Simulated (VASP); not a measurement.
# CaGa2O2 in VASP: further runs, part 2 of 3

VASP 6.6.1. The steps go on from the part before.

## 3. Single point, PBE

The input, INCAR:

```
  PREC = Accurate
  ENCUT = 520
  EDIFF = 1E-7
  ISMEAR = 0
  SIGMA = 0.1
  LREAL = F
  LASPH = T
  NELM = 100
  ALGO = Normal
  ISIF = 2
  LWAVE = F
  LCHARG = T
  GGA = PE
  LELF = T
  LVHAR = T
  NBANDS = 32
```

The input, KPOINTS:

```
regular mesh
0
Gamma
  4 4 6
```

The input, POSCAR:

```
CaGa2O2
1.0
    3.5096763669     -4.0481003041      0.0000000000
    3.5096763669      4.0481003041      0.0000000000
    0.0000000000      0.0000000000      3.5104658913
Ca Ga O
1 2 2
Direct
    0.5000000000      0.5000000000      0.5000000000
    0.5000000000      0.0000000000      0.0000000000
    0.0000000000      0.5000000000      0.0000000000
    0.7163498419      0.7163498419      0.0000000000
    0.2836501581      0.2836501581      0.0000000000
```

Potentials or basis: VASP PAW PBE potentials, release 64 (Ca_sv, Ga_d, O).

Started as:

```console
$ cat potpaw_PBE.64/Ca_sv/POTCAR potpaw_PBE.64/Ga_d/POTCAR potpaw_PBE.64/O/POTCAR > POTCAR
$ mpirun -np 1 vasp_std > vasp.out
```

OUTCAR:

```text
PREC = Accurate
   ENCUT = 520
   EDIFF = 1E-7
   ISMEAR = 0
   LREAL = F
   LASPH = T
   NELM = 100
   ISIF = 2
   GGA = PE

 ion  position               nearest neighbor table
   1  0.500  0.500  0.500-   4 2.32   5 2.32   4 2.32   5 2.32
   2  0.500  0.000  0.000-   4 2.04   5 2.04
   3  0.000  0.500  0.000-   4 2.04   5 2.04
   4  0.716  0.716  0.000-   2 2.04   3 2.04   1 2.32   1 2.32
   5  0.284  0.284  0.000-   2 2.04   3 2.04   1 2.32   1 2.32

  LATTYP: Found a base centered orthorhombic cell.
 ALAT       =     7.0193527338
 B/A-ratio  =     1.1534112781
 C/A-ratio  =     0.5001124782

  Lattice vectors:

 A1 = (   3.5096763669,  -4.0481003041,   0.0000000000)
 A2 = (   3.5096763669,   4.0481003041,   0.0000000000)
 A3 = (   0.0000000000,   0.0000000000,   3.5104658913)

Analysis of symmetry for initial positions (statically):
=====================================================================
 Subroutine PRICEL returns:
 Original cell was already a primitive cell.

 Routine SETGRP: Setting up the symmetry group for a
 base centered orthorhombic supercell.

 Subroutine GETGRP returns: Found  8 space group operations
 (whereof  8 operations were pure point group operations)
 out of a pool of  8 trial point group operations.

The static configuration has the point symmetry D_2h.

Analysis of symmetry for dynamics (positions and initial velocities):
=====================================================================
 Subroutine PRICEL returns:
 Original cell was already a primitive cell.

 Routine SETGRP: Setting up the symmetry group for a
 base centered orthorhombic supercell.

 Subroutine GETGRP returns: Found  8 space group operations
 (whereof  8 operations were pure point group operations)
 out of a pool of  8 trial point group operations.

The dynamic configuration has the point symmetry D_2h.

 Subroutine INISYM returns: Found  8 space group operations
 (whereof  8 operations are pure point group operations),
 and found     1 'primitive' translations

----------------------------------------------------------------------------------------

                                     Primitive cell

  volume of cell :      99.7500

  direct lattice vectors                    reciprocal lattice vectors
     3.509676367 -4.048100304  0.000000000     0.142463278 -0.123514726  0.000000000
     3.509676367  4.048100304  0.000000000     0.142463278  0.123514726  0.000000000
     0.000000000  0.000000000  3.510465891     0.000000000  0.000000000  0.284862474

  length of vectors
     5.357699532  5.357699532  3.510465891     0.188551513  0.188551513  0.284862474

  position of ions in fractional coordinates (direct lattice)
     0.500000000  0.500000000  0.500000000
     0.500000000  0.000000000  0.000000000
     0.000000000  0.500000000  0.000000000
     0.716349842  0.716349842  0.000000000
     0.283650158  0.283650158  0.000000000

  ion indices of the primitive-cell ions
   primitive index   ion index
                 1           1
                 2           2
                 3           3
                 4           4
                 5           5

----------------------------------------------------------------------------------------

 KPOINTS: regular mesh

Automatic generation of k-mesh.
 Grid dimensions read from file:
 generate k-points for:    4    4    6

 Generating k-lattice:

  Cartesian coordinates                     Fractional coordinates (reciprocal lattice)
     0.035615820 -0.030878682  0.000000000     0.250000000  0.000000000  0.000000000
     0.035615820  0.030878682  0.000000000     0.000000000  0.250000000  0.000000000
     0.000000000  0.000000000  0.047477079     0.000000000  0.000000000  0.166666667

  Length of vectors
     0.047137878  0.047137878  0.047477079

  Shift w.r.t. Gamma in fractional coordinates (k-lattice)
     0.000000000  0.000000000  0.000000000

 Subroutine IBZKPT returns following result:
 ===========================================

 Found     28 irreducible k-points:

 Following reciprocal coordinates:
            Coordinates               Weight
  0.000000  0.000000  0.000000      1.000000
  0.250000 -0.000000  0.000000      4.000000
  0.500000 -0.000000  0.000000      2.000000
  0.250000  0.250000  0.000000      2.000000
  0.500000  0.250000  0.000000      4.000000
 -0.250000  0.250000  0.000000      2.000000
[... 16 lines left out ...]
  0.250000 -0.000000  0.500000      4.000000
  0.500000 -0.000000  0.500000      2.000000
 [... further k-points ...]
   k-points           NKPTS =     28   k-points in BZ     NKDIM =     28   number of bands    NBANDS=     32
   number of dos      NEDOS =    301   number of ions     NIONS =      5
   total plane-waves  NPLWV =  44800
   dimension x,y,z NGX =    40 NGY =   40 NGZ =   28
   dimension x,y,z NGXF=    80 NGYF=   80 NGZF=   56
   ions per type =               1   2   2
   NGX,Y,Z   is equivalent  to a cutoff of  12.41, 12.41, 13.26 a.u.
   NGXF,Y,Z  is equivalent  to a cutoff of  24.82, 24.82, 26.52 a.u.
 SYSTEM =  unknown system
   PREC   = accura    normal or accurate (medium, high low for compatibility)
   ISTART =      0    job   : 0-new  1-cont  2-samecut
   ICHARG =      2    charge: 1-file 2-atom 10-const
   ISPIN  =      1    spin polarized calculation?
   LNONCOLLINEAR =      F non collinear calculations
   LSORBIT =      F    spin-orbit coupling
   LASPH  =      T    aspherical Exc in radial PAW
   ENCUT  =  520.0 eV  38.22 Ry    6.18 a.u.   9.96  9.96  6.53*2*pi/ulx,y,z
   NELM   =    100;   NELMIN=  2; NELMDL= -5     # of ELM steps
   EDIFF  = 0.1E-06   stopping-criterion for ELM
   LREAL  =      F    real-space projection
   EDIFFG = 0.1E-05   stopping-criterion for IOM
   NSW    =      0    number of steps for IOM
   IBRION =     -1    ionic relax: 0-MD 1-quasi-New 2-CG
   NFREE  =      0    steps in history (QN), initial steepest desc. (CG)
   ISIF   =      2    stress and relaxation
   ISYM   =      2    0-nonsym 1-usesym 2-fastsym
   POTIM  = 0.5000    time-step for ionic-motion
   TEBEG  =    0.0;   TEEND  =   0.0 temperature during run
   PSTRESS=    0.0 pullay stress
   NELECT =      48.0000    total number of electrons
   NUPDOWN=      -1.0000    fix difference up-down
   EMIN   =  10.00;   EMAX   =-10.00  energy-range for DOS
   EFERMI =   0.00;   METHOD = LEGACY
   ISMEAR =     0;   SIGMA  =   0.10  broadening in eV -4-tet -1-fermi 0-gaus
   EFERMI_NEDOS =   21; number of points for ismear=-14 and -15
   IALGO  =     38    algorithm
   IMIX   =      4    mixing-type and parameters
     AMIX     =   0.40;   BMIX     =  1.00
     AMIX_MAG =   1.60;   BMIX_MAG =  1.00
  volume/ion in A,a.u.               =      19.95       134.63
  Fermi-wavevector in a.u.,A,eV,Ry     =   1.282875  2.424282 22.392023  1.645767
  Thomas-Fermi vector in A             =   2.415161
   LORBIT       =      0    0 simple, 1 ext, 2 COOP (PROOUT), +10 PAW based schemes
   GGA     = PE    functional components
   LHFCALC =     F    Hartree Fock is set to
   AEXX    =    0.0000 exact exchange contribution
   IVDW    =     0    specifies the selected vdW correction
   LEPSILON=     F    determine dielectric tensor
   LRPA    =     F    only Hartree local field effects (RPA)
 non-spin polarized calculation
 Gauss-broadening in eV      SIGMA  =   0.10
  energy-cutoff  :      520.00
  volume of cell :       99.75
 maximum number of plane-waves:      2710
   NGX = 19   NGY = 19   NGZ = 13

 number of electron      47.9999993 magnetization

 Free energy of the ion-electron system (eV)
  ---------------------------------------------------
  ext. energy  EPLUGINS =         0.00000000
  ---------------------------------------------------
  free energy    TOTEN  =       -23.37565317 eV

  energy without entropy =      -23.36154778  energy(sigma->0) =      -23.36860048

 E-fermi :   2.2866     XC(G=0):  -9.0600

 val. band max:        2.2636880239   @ k =   0.2500  -0.0000   0.3333
 cond. band min:       2.3120095785   @ k =   0.5000   0.5000   0.0000
 fundamental gap:      0.0483215546
 Fermi energy:         2.2866043383

 k-point     1 :       0.0000    0.0000    0.0000
  band No.  band energies     occupation
      1     -37.4544      2.00000
      2     -18.7947      2.00000
      3     -18.7139      2.00000
      4     -18.3528      2.00000
      5     -16.0458      2.00000
      6     -15.0029      2.00000
[... 829 lines left out ...]
     31       8.4353      0.00000
     32       9.0405      0.00000

 [... further k-points ...]
[... 5 lines left out ...]
  --------------------------------------------------------------------------------------
  -------------------------------------------------------------------------------------
  Total        0.2575655      0.2969903      0.0444578     -0.0000000      0.0000000      0.0000000
  in kB        4.1369960      4.7702352      0.7140777     -0.0000000      0.0000000      0.0000000
  external PRESSURE =       3.2071030 kB  Pullay stress =       0.0000000 kB

 VOLUME and BASIS-vectors are now :
 -----------------------------------------------------------------------------
  energy-cutoff  :      520.00
  volume of cell :       99.75
      direct lattice vectors                 reciprocal lattice vectors
     3.509676367 -4.048100304  0.000000000     0.142463278 -0.123514726  0.000000000
     3.509676367  4.048100304  0.000000000     0.142463278  0.123514726  0.000000000
     0.000000000  0.000000000  3.510465891     0.000000000  0.000000000  0.284862474

 POSITION                                       TOTAL-FORCE (eV/Angst)
 -----------------------------------------------------------------------------------
      3.50968      0.00000      1.75523        -0.000000     -0.000000      0.000000
      1.75484     -2.02405      0.00000        -0.000000      0.000000      0.000000
      1.75484      2.02405      0.00000        -0.000000      0.000000      0.000000
      5.02831      0.00000      0.00000         0.005685      0.000000      0.000000
      1.99104      0.00000      0.00000        -0.005685      0.000000     -0.000000
 -----------------------------------------------------------------------------------
    total drift:                                0.000000      0.000000     -0.000000

  FREE ENERGIE OF THE ION-ELECTRON SYSTEM (eV)
  ---------------------------------------------------
  free  energy   TOTEN  =       -23.3756531727 eV

  energy  without entropy=      -23.3615477782  energy(sigma->0) =      -23.36860048
```

OSZICAR:

```text
N       E                     dE             d eps       ncg     rms          rms(c)
DAV:   1     0.504090196094E+03    0.50409E+03   -0.23365E+04  1952   0.215E+03
DAV:   2     0.514402694042E+02   -0.45265E+03   -0.42525E+03  1936   0.585E+02
DAV:   3    -0.229631370188E+02   -0.74403E+02   -0.72130E+02  2184   0.172E+02
DAV:   4    -0.285782878246E+02   -0.56152E+01   -0.55885E+01  2800   0.470E+01
DAV:   5    -0.287653856277E+02   -0.18710E+00   -0.18672E+00  2472   0.683E+00    0.129E+01
DAV:   6    -0.239655491175E+02    0.47998E+01   -0.26248E+01  2872   0.378E+01    0.691E+00
DAV:   7    -0.234715749594E+02    0.49397E+00   -0.30272E+00  2408   0.111E+01    0.259E+00
DAV:   8    -0.233694332033E+02    0.10214E+00   -0.83928E-01  2464   0.611E+00    0.463E-01
DAV:   9    -0.233731983859E+02   -0.37652E-02   -0.62058E-02  2080   0.197E+00    0.233E-01
DAV:  10    -0.233751716783E+02   -0.19733E-02   -0.70178E-03  2680   0.552E-01    0.529E-02
DAV:  11    -0.233754490585E+02   -0.27738E-03   -0.87714E-04  2192   0.192E-01    0.322E-02
DAV:  12    -0.233756435473E+02   -0.19449E-03   -0.22023E-04  2208   0.833E-02    0.913E-03
DAV:  13    -0.233756514304E+02   -0.78831E-05   -0.24075E-05  2488   0.300E-02    0.441E-03
DAV:  14    -0.233756532268E+02   -0.17964E-05   -0.58381E-06  2296   0.136E-02    0.218E-03
DAV:  15    -0.233756531727E+02    0.54162E-07   -0.58173E-07  2144   0.608E-03
   1 F= -.23375653E+02 E0= -.23368600E+02  d E =-.141054E-01
```

Run time: 85 s. Hardware: 1 thread of Intel Xeon 6975P-C, shared host; peak memory 0.25 GiB.

What came out:

```yaml
Free_energy: -23.3757 eV
Pressure: 0.3 GPa
Largest_force: 0.006 eV/Å
Band_gap_on_the_k_mesh: zero (band 24 reaches 2.26 eV, above the bottom of band 25 at 2.12 eV)
```

Forces on the atoms (eV/Å):
```
Ca   0.000  0.000  0.000
Ga   0.000  0.000  0.000
Ga   0.000  0.000  0.000
O    0.006  0.000  0.000
O   -0.006  0.000  0.000
```

Levels at points of the mesh, in eV from the Fermi level:
```
           k point  band 20  band 21  band 22  band 23  band 24  band 25  band 26  band 27  band 28  band 29
(0.00, 0.00, 0.00)    -3.62    -3.03    -2.57    -2.45    -0.66     1.19     4.40     5.12     5.24     5.72
(0.50, 0.00, 0.00)    -3.17    -2.95    -2.41    -2.19    -1.12     1.90     2.18     4.32     4.75     5.38
(0.50, 0.50, 0.00)    -3.46    -3.28    -2.28    -1.82    -0.18     0.03     3.33     3.65     4.00     4.86
(0.00, 0.00, 0.50)    -3.42    -2.83    -2.75    -2.62    -0.12    -0.03     0.24     2.78     5.01     5.97
(0.50, 0.00, 0.50)    -3.33    -2.96    -2.96    -0.69    -0.17    -0.04     0.39     2.53     3.86     4.26
(0.50, 0.50, 0.50)    -3.51    -3.48    -2.68    -1.14    -0.83     1.30     1.85     1.90     2.85     4.30
```

## 4. Relaxation of cell and atoms, PBE

The input, INCAR:

```
PREC = Accurate
ENCUT = 600
EDIFF = 1E-7
ISMEAR = 0
SIGMA = 0.1
LREAL = False
LASPH = True
NELM = 80
ALGO = Normal
ISIF = 3
LWAVE = False
LCHARG = False
GGA = PE
IBRION = 2
NSW = 90
EDIFFG = -0.04
```

The input, KPOINTS:

```
Automatic mesh
0
Gamma
  4 4 6
```

POSCAR is that of step 3.

Started as:

```console
$ cat potpaw_PBE.64/Ca_sv/POTCAR potpaw_PBE.64/Ga_d/POTCAR potpaw_PBE.64/O/POTCAR > POTCAR
$ mpirun -np 1 vasp_std > vasp.out
```

It took 3.5 min on 1 thread of Intel Xeon 6975P-C, shared host; peak memory 0.31 GiB.

It converged, with:

* Free energy: -23.3804 eV
* Relaxed volume: 20.04 Å³/atom
* Relaxed cell: a = 5.370 Å, b = 5.370 Å, c = 3.510 Å, α = 90.00°, β = 90.00°, γ = 98.17°
* Space group after relaxing (to 0.05 Å): Cmmm (No. 65)
* Energy gained by relaxing: 0.1 meV/atom
* Ionic steps: 2
* Pressure after relaxing: 0.0 GPa
* Largest force after relaxing: 0.015 eV/Å
* Band gap on the k mesh: zero (band 24 reaches 2.24 eV, above the bottom of band 25 at 2.09 eV)

Forces on the atoms (eV/Å):
```
Ca   0.000  0.000  0.000
Ga   0.000  0.000  0.000
Ga   0.000  0.000  0.000
O   -0.015  0.000  0.000
O    0.015  0.000  0.000
```

Stress tensor (GPa, compression positive):
```
 0.20  0.00  0.00
 0.00 -0.07  0.00
 0.00  0.00 -0.12
```

The path:
```csv
step,energy change (eV),largest force (eV/Å),pressure (GPa),volume (Å³)
1,0.0000,0.0034,0.24,99.75
2,-0.0006,0.0150,0.00,100.18
```

Final structure:
```yaml
crystal:
  lattice:
    - [3.51671, -4.05768, 0.00000]
    - [3.51671, 4.05768, 0.00000]
    - [0.00000, 0.00000, 3.51034]
  atoms:
    - { symbol: Ca, position: [0.50000, 0.50000, 0.50000] }
    - { symbol: Ga, position: [0.50000, 0.00000, 0.00000] }
    - { symbol: Ga, position: [0.00000, 0.50000, 0.00000] }
    - { symbol: O, position: [0.71637, 0.71637, 0.00000] }
    - { symbol: O, position: [0.28363, 0.28363, 0.00000] }
```

Levels at points of the mesh, in eV from the Fermi level:
| k point | band 20 | band 21 | band 22 | band 23 | band 24 | band 25 | band 26 | band 27 | band 28 |
| --- | --- | --- | --- | --- | --- | --- | --- | --- | --- |
| (0.00, 0.00, 0.00) | -3.60 | -3.00 | -2.54 | -2.43 | -0.66 | 1.17 | 4.40 | 5.13 | 5.23 |
| (0.50, 0.00, 0.00) | -3.14 | -2.93 | -2.39 | -2.18 | -1.12 | 1.89 | 2.17 | 4.33 | 4.75 |
| (0.50, 0.50, 0.00) | -3.47 | -3.24 | -2.26 | -1.81 | -0.17 | 0.02 | 3.32 | 3.67 | 3.99 |
| (0.00, 0.00, 0.50) | -3.42 | -2.81 | -2.73 | -2.61 | -0.12 | -0.03 | 0.25 | 2.74 | 5.00 |
| (0.50, 0.00, 0.50) | -3.31 | -2.93 | -2.93 | -0.70 | -0.16 | -0.05 | 0.39 | 2.52 | 3.86 |
| (0.50, 0.50, 0.50) | -3.48 | -3.46 | -2.66 | -1.16 | -0.83 | 1.29 | 1.85 | 1.89 | 2.85 |

(Part 2 of 3 ends here.)
